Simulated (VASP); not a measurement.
# BAs5 (F-43m) in VASP: relaxation of cell and atoms with PBE

Aim: the relaxation of cell and atoms of BAs5 with PBE.

Program: VASP 6.6.1. These are calculated values, not measurements. Logs are shortened: lines on timing, memory, paths and dates and some standing lists are left out, and cuts for length are marked.

### 1 The cell of the first run

The structure is cubic, space group F-43m (No. 216). The conventional cell has a = 7.714 Å, b = 7.714 Å, c = 7.714 Å, α = 90.00°, β = 90.00°, γ = 90.00°. B (site symmetry -43m) has 16 As at 3.20 to 3.34 Å within 4.2 Å. Within 3.6 Å of As (site symmetry 3m) lie 9 As at 2.72 to 3.20 Å and 3 B at 3.20 Å. As (site symmetry -43m) has 12 As at 3.20 Å and 4 B at 3.34 Å within 4.2 Å.

The cell was built from a structure type or drawn by symmetry, and may not be a known phase.

### 2 Relaxation of cell and atoms, PBE

Contents of INCAR:

```
SYSTEM = BAs5
PREC = Accurate
ENCUT = 600
EDIFF = 1E-6
ISMEAR = 0
SIGMA = 0.1
LREAL = .FALSE.
LASPH = .TRUE.
NELM = 60
ALGO = Normal
ISIF = 3
LWAVE = .FALSE.
LCHARG = .FALSE.
GGA = PE
IBRION = 2
NSW = 100
EDIFFG = -0.01
```

Contents of KPOINTS:

```
Automatic mesh
0
G
  8 8 8
  0 0 0
```

Contents of POSCAR:

```
BAs5
1.0
    0.0000000000      3.8568682374      3.8568682374
    3.8568682374      0.0000000000      3.8568682374
    3.8568682374      3.8568682374      0.0000000000
B As
1 5
Direct
    0.7500000000      0.7500000000      0.7500000000
    0.1248386420      0.1248386420      0.6254840741
    0.6254840741      0.1248386420      0.1248386420
    0.1248386420      0.1248386420      0.1248386420
    0.1248386420      0.6254840741      0.1248386420
    0.5000000000      0.5000000000      0.5000000000
```

Potentials or basis: VASP PAW PBE potentials, release 64 (B, As).

The run is started by

```sh
$ cat potpaw_PBE.64/B/POTCAR potpaw_PBE.64/As/POTCAR > POTCAR
$ mpirun -np 1 vasp_std > vasp.out
```

OUTCAR:

```text
SYSTEM = BAs5
   PREC = Accurate
   ENCUT = 600
   EDIFF = 1E-6
   ISMEAR = 0
   LREAL = .FALSE.
   LASPH = .TRUE.
   NELM = 60
   ISIF = 3
   GGA = PE
   IBRION = 2
   NSW = 100
   EDIFFG = -0.01

 ion  position               nearest neighbor table
   1  0.750  0.750  0.750-
   2  0.125  0.125  0.625-   3 2.72   4 2.72   5 2.72   5 2.73   3 2.73   4 2.73
   3  0.625  0.125  0.125-   2 2.72   4 2.72   5 2.72   5 2.73   2 2.73   4 2.73
   4  0.125  0.125  0.125-   2 2.72   3 2.72   5 2.72   3 2.73   5 2.73   2 2.73
   5  0.125  0.625  0.125-   2 2.72   3 2.72   4 2.72   3 2.73   2 2.73   4 2.73
   6  0.500  0.500  0.500-

  LATTYP: Found a face centered cubic cell.
 ALAT       =     7.7137364748

  Lattice vectors:

 A1 = (   0.0000000000,   3.8568682374,   3.8568682374)
 A2 = (   3.8568682374,   0.0000000000,   3.8568682374)
 A3 = (   3.8568682374,   3.8568682374,   0.0000000000)

Analysis of symmetry for initial positions (statically):
=====================================================================
 Subroutine PRICEL returns:
 Original cell was already a primitive cell.

 Routine SETGRP: Setting up the symmetry group for a
 face centered cubic supercell.

 Subroutine GETGRP returns: Found 24 space group operations
 (whereof 24 operations were pure point group operations)
 out of a pool of 48 trial point group operations.

The static configuration has the point symmetry T_d .

Analysis of symmetry for dynamics (positions and initial velocities):
=====================================================================
 Subroutine PRICEL returns:
 Original cell was already a primitive cell.

 Routine SETGRP: Setting up the symmetry group for a
 face centered cubic supercell.

 Subroutine GETGRP returns: Found 24 space group operations
 (whereof 24 operations were pure point group operations)
 out of a pool of 48 trial point group operations.

The dynamic configuration has the point symmetry T_d .

 Subroutine INISYM returns: Found 24 space group operations
 (whereof 24 operations are pure point group operations),
 and found     1 'primitive' translations

----------------------------------------------------------------------------------------

                                     Primitive cell

  volume of cell :     114.7452

  direct lattice vectors                    reciprocal lattice vectors
     0.000000000  3.856868237  3.856868237    -0.129638860  0.129638860  0.129638860
     3.856868237  0.000000000  3.856868237     0.129638860 -0.129638860  0.129638860
     3.856868237  3.856868237  0.000000000     0.129638860  0.129638860 -0.129638860

  length of vectors
     5.454435370  5.454435370  5.454435370     0.224541091  0.224541091  0.224541091

  position of ions in fractional coordinates (direct lattice)
     0.750000000  0.750000000  0.750000000
     0.124838642  0.124838642  0.625484074
     0.625484074  0.124838642  0.124838642
     0.124838642  0.124838642  0.124838642
     0.124838642  0.625484074  0.124838642
     0.500000000  0.500000000  0.500000000

  ion indices of the primitive-cell ions
   primitive index   ion index
                 1           1
                 2           2
                 3           3
                 4           4
                 5           5
                 6           6

----------------------------------------------------------------------------------------

 KPOINTS: Automatic mesh

Automatic generation of k-mesh.
 Grid dimensions read from file:
 generate k-points for:    8    8    8

 Generating k-lattice:

  Cartesian coordinates                     Fractional coordinates (reciprocal lattice)
    -0.016204857  0.016204857  0.016204857     0.125000000  0.000000000  0.000000000
     0.016204857 -0.016204857  0.016204857     0.000000000  0.125000000  0.000000000
     0.016204857  0.016204857 -0.016204857     0.000000000  0.000000000  0.125000000

  Length of vectors
     0.028067636  0.028067636  0.028067636

  Shift w.r.t. Gamma in fractional coordinates (k-lattice)
     0.000000000  0.000000000  0.000000000

 Subroutine IBZKPT returns following result:
 ===========================================

 Found     29 irreducible k-points:

 Following reciprocal coordinates:
            Coordinates               Weight
  0.000000  0.000000  0.000000      1.000000
  0.125000  0.000000  0.000000      8.000000
  0.250000  0.000000  0.000000      8.000000
  0.375000  0.000000  0.000000      8.000000
  0.500000  0.000000  0.000000      4.000000
  0.125000  0.125000  0.000000      6.000000
[... 16 lines left out ...]
  0.500000  0.250000  0.125000     48.000000
 -0.375000  0.250000  0.125000     24.000000
 [... further k-points ...]
   k-points           NKPTS =     29   k-points in BZ     NKDIM =     29   number of bands    NBANDS=     18
   number of dos      NEDOS =    301   number of ions     NIONS =      6
   total plane-waves  NPLWV = 110592
   dimension x,y,z NGX =    48 NGY =   48 NGZ =   48
   dimension x,y,z NGXF=    96 NGYF=   96 NGZF=   96
   ions per type =               1   5
   NGX,Y,Z   is equivalent  to a cutoff of  14.63, 14.63, 14.63 a.u.
   NGXF,Y,Z  is equivalent  to a cutoff of  29.26, 29.26, 29.26 a.u.
 SYSTEM =  BAs5
   PREC   = accura    normal or accurate (medium, high low for compatibility)
   ISTART =      0    job   : 0-new  1-cont  2-samecut
   ICHARG =      2    charge: 1-file 2-atom 10-const
   ISPIN  =      1    spin polarized calculation?
   LNONCOLLINEAR =      F non collinear calculations
   LSORBIT =      F    spin-orbit coupling
   LASPH  =      T    aspherical Exc in radial PAW
   ENCUT  =  600.0 eV  44.10 Ry    6.64 a.u.  10.89 10.89 10.89*2*pi/ulx,y,z
   NELM   =     60;   NELMIN=  2; NELMDL= -5     # of ELM steps
   EDIFF  = 0.1E-05   stopping-criterion for ELM
   LREAL  =      F    real-space projection
   EDIFFG = -.1E-01   stopping-criterion for IOM
   NSW    =    100    number of steps for IOM
   IBRION =      2    ionic relax: 0-MD 1-quasi-New 2-CG
   NFREE  =      1    steps in history (QN), initial steepest desc. (CG)
   ISIF   =      3    stress and relaxation
   ISYM   =      2    0-nonsym 1-usesym 2-fastsym
   POTIM  = 0.5000    time-step for ionic-motion
   TEBEG  =    0.0;   TEEND  =   0.0 temperature during run
   PSTRESS=    0.0 pullay stress
   NELECT =      28.0000    total number of electrons
   NUPDOWN=      -1.0000    fix difference up-down
   EMIN   =  10.00;   EMAX   =-10.00  energy-range for DOS
   EFERMI =   0.00;   METHOD = LEGACY
   ISMEAR =     0;   SIGMA  =   0.10  broadening in eV -4-tet -1-fermi 0-gaus
   EFERMI_NEDOS =   21; number of points for ismear=-14 and -15
   IALGO  =     38    algorithm
   IMIX   =      4    mixing-type and parameters
     AMIX     =   0.40;   BMIX     =  1.00
     AMIX_MAG =   1.60;   BMIX_MAG =  1.00
  volume/ion in A,a.u.               =      19.12       129.06
  Fermi-wavevector in a.u.,A,eV,Ry     =   1.023017  1.933221 14.239355  1.046563
  Thomas-Fermi vector in A             =   2.156727
   LORBIT       =      0    0 simple, 1 ext, 2 COOP (PROOUT), +10 PAW based schemes
   GGA     = PE    functional components
   LHFCALC =     F    Hartree Fock is set to
   AEXX    =    0.0000 exact exchange contribution
   IVDW    =     0    specifies the selected vdW correction
   LEPSILON=     F    determine dielectric tensor
   LRPA    =     F    only Hartree local field effects (RPA)
 conjugate gradient relaxation of ions
 non-spin polarized calculation
 Gauss-broadening in eV      SIGMA  =   0.10
  energy-cutoff  :      600.00
  volume of cell :      114.75
 maximum number of plane-waves:      3860
 NGX is ok and might be reduce to    48
   NGX = 21   NGY = 21   NGZ = 21

--------------------------------------- Ionic step        1  -------------------------------------------

 number of electron      28.0000001 magnetization

 Free energy of the ion-electron system (eV)
  ---------------------------------------------------
  ext. energy  EPLUGINS =         0.00000000
  ---------------------------------------------------
  free energy    TOTEN  =       -23.18538146 eV

  energy without entropy =      -23.17870958  energy(sigma->0) =      -23.18204552

------------------------ aborting loop because EDIFF is reached ----------------------------------------

  FORCE on cell =-STRESS in cart. coord.  units (eV):
  Direction    XX          YY          ZZ          XY          YZ          ZX
  --------------------------------------------------------------------------------------
  -------------------------------------------------------------------------------------
  Total        0.9885378      0.9885378      0.9885378      0.0000000     -0.0000000      0.0000000
  in kB       13.8028714     13.8028714     13.8028714      0.0000000     -0.0000000      0.0000000
  external PRESSURE =      13.8028714 kB  Pullay stress =       0.0000000 kB

 VOLUME and BASIS-vectors are now :
 -----------------------------------------------------------------------------
  energy-cutoff  :      600.00
  volume of cell :      114.75
      direct lattice vectors                 reciprocal lattice vectors
     0.000000000  3.856868237  3.856868237    -0.129638860  0.129638860  0.129638860
     3.856868237  0.000000000  3.856868237     0.129638860 -0.129638860  0.129638860
     3.856868237  3.856868237  0.000000000     0.129638860  0.129638860 -0.129638860
[... 161 lines left out ...]
 POSITION                                       TOTAL-FORCE (eV/Angst)
 -----------------------------------------------------------------------------------
      5.82103      5.82103      5.82103         0.000000     -0.000000      0.000000
      2.92519      2.92519      0.95549         0.001060      0.001060     -0.001060
      0.95549      2.92519      2.92519        -0.001060      0.001060      0.001060
      0.95549      0.95549      0.95549        -0.001060     -0.001060     -0.001060
      2.92519      0.95549      2.92519         0.001060     -0.001060      0.001060
      3.88068      3.88068      3.88068         0.000000      0.000000      0.000000
 -----------------------------------------------------------------------------------
    total drift:                               -0.000000     -0.000000     -0.000000

  FREE ENERGIE OF THE ION-ELECTRON SYSTEM (eV)
  ---------------------------------------------------
  free  energy   TOTEN  =       -23.1999373192 eV

  energy  without entropy=      -23.1934132419  energy(sigma->0) =      -23.19667528

--------------------------------------- Ionic step        6  -------------------------------------------

 number of electron      28.0000000 magnetization

 Free energy of the ion-electron system (eV)
  ---------------------------------------------------
  ext. energy  EPLUGINS =         0.00000000
  ---------------------------------------------------
  free energy    TOTEN  =       -23.19995336 eV

  energy without entropy =      -23.19341483  energy(sigma->0) =      -23.19668409

 E-fermi :   5.2899     XC(G=0): -10.2567

 val. band max:        5.1618856547   @ k =   0.2500   0.0000   0.0000
 cond. band min:       5.3257434321   @ k =  -0.2500   0.5000   0.2500
 fundamental gap:      0.1638577775
 Fermi energy:         5.2898600087

 k-point     1 :       0.0000    0.0000    0.0000
  band No.  band energies     occupation
      1      -9.6859      2.00000
      2      -4.5892      2.00000
      3      -4.0191      2.00000
      4      -4.0191      2.00000
      5      -4.0191      2.00000
      6      -2.2585      2.00000
[... 10 lines left out ...]
     17       7.6554      0.00000
     18       7.6554      0.00000
[... 463 lines left out ...]
 k-point    24 :      -0.3750    0.2500    0.1250
  band No.  band energies     occupation
      1      -8.4442      2.00000
      2      -7.1975      2.00000
      3      -5.6052      2.00000
      4      -4.5134      2.00000
      5      -3.8758      2.00000
      6      -1.0515      2.00000
[... 10 lines left out ...]
     17       6.6778      0.00000
     18       6.8281      0.00000

 [... further k-points ...]

------------------------ aborting loop because EDIFF is reached ----------------------------------------

  FORCE on cell =-STRESS in cart. coord.  units (eV):
  Direction    XX          YY          ZZ          XY          YZ          ZX
  --------------------------------------------------------------------------------------
  -------------------------------------------------------------------------------------
  Total       -0.0561175     -0.0561175     -0.0561175      0.0000000      0.0000000      0.0000000
  in kB       -0.7672132     -0.7672132     -0.7672132      0.0000000      0.0000000      0.0000000
  external PRESSURE =      -0.7672132 kB  Pullay stress =       0.0000000 kB

 VOLUME and BASIS-vectors are now :
 -----------------------------------------------------------------------------
  energy-cutoff  :      600.00
  volume of cell :      117.19
      direct lattice vectors                 reciprocal lattice vectors
    -0.000000000  3.884075927  3.884075927    -0.128730748  0.128730748  0.128730748
     3.884075927 -0.000000000  3.884075927     0.128730748 -0.128730748  0.128730748
     3.884075927  3.884075927 -0.000000000     0.128730748  0.128730748 -0.128730748

 POSITION                                       TOTAL-FORCE (eV/Angst)
 -----------------------------------------------------------------------------------
      5.82611      5.82611      5.82611         0.000000      0.000000      0.000000
      2.92843      2.92843      0.95565         0.000140      0.000140     -0.000140
      0.95565      2.92843      2.92843        -0.000140      0.000140      0.000140
      0.95565      0.95565      0.95565        -0.000140     -0.000140     -0.000140
      2.92843      0.95565      2.92843         0.000140     -0.000140      0.000140
      3.88408      3.88408      3.88408         0.000000      0.000000      0.000000
 -----------------------------------------------------------------------------------
    total drift:                               -0.000000     -0.000000     -0.000000

  FREE ENERGIE OF THE ION-ELECTRON SYSTEM (eV)
  ---------------------------------------------------
  free  energy   TOTEN  =       -23.1999533602 eV

  energy  without entropy=      -23.1934148269  energy(sigma->0) =      -23.19668409

 reached required accuracy - stopping structural energy minimisation
```

Run time: 4.4 min. Hardware: 1 thread of Intel Xeon Platinum 8259CL at 2.50GHz (Skylake/Cascade Lake), shared host; peak memory 0.37 GiB.

What came out:

- Free energy: -23.2000 eV
- Relaxed volume: 19.53 Å³/atom
- Relaxed cell: a = 5.493 Å, b = 5.493 Å, c = 5.493 Å, α = 60.00°, β = 60.00°, γ = 60.00°
- Space group after relaxing (to 0.1 Å): F-43m (No. 216)
- Energy gained by relaxing: 2.4 meV/atom
- Ionic steps: 6
- Pressure after relaxing: -0.1 GPa
- Band gap on the k mesh: zero (bands 14 and 15 overlap by 1.99 eV)

Step by step:
```csv
step,energy change (eV),largest force (eV/Å),pressure (GPa),volume (Å³)
1,0.0000,0.1176,1.38,114.75
2,-0.0108,0.0871,-0.35,117.50
3,-0.0111,0.0902,-0.12,117.10
4,-0.0126,0.0690,-0.07,117.05
5,-0.0146,0.0018,0.10,116.88
6,-0.0146,0.0002,-0.08,117.19
```

Final structure:
```yaml
crystal:
  lattice:
    - [0.00000, 3.88408, 3.88408]
    - [3.88408, 0.00000, 3.88408]
    - [3.88408, 3.88408, 0.00000]
  atoms:
    - { symbol: B, position: [0.75000, 0.75000, 0.75000] }
    - { symbol: As, position: [0.12302, 0.12302, 0.63094] }
    - { symbol: As, position: [0.63094, 0.12302, 0.12302] }
    - { symbol: As, position: [0.12302, 0.12302, 0.12302] }
    - { symbol: As, position: [0.12302, 0.63094, 0.12302] }
    - { symbol: As, position: [0.50000, 0.50000, 0.50000] }
```
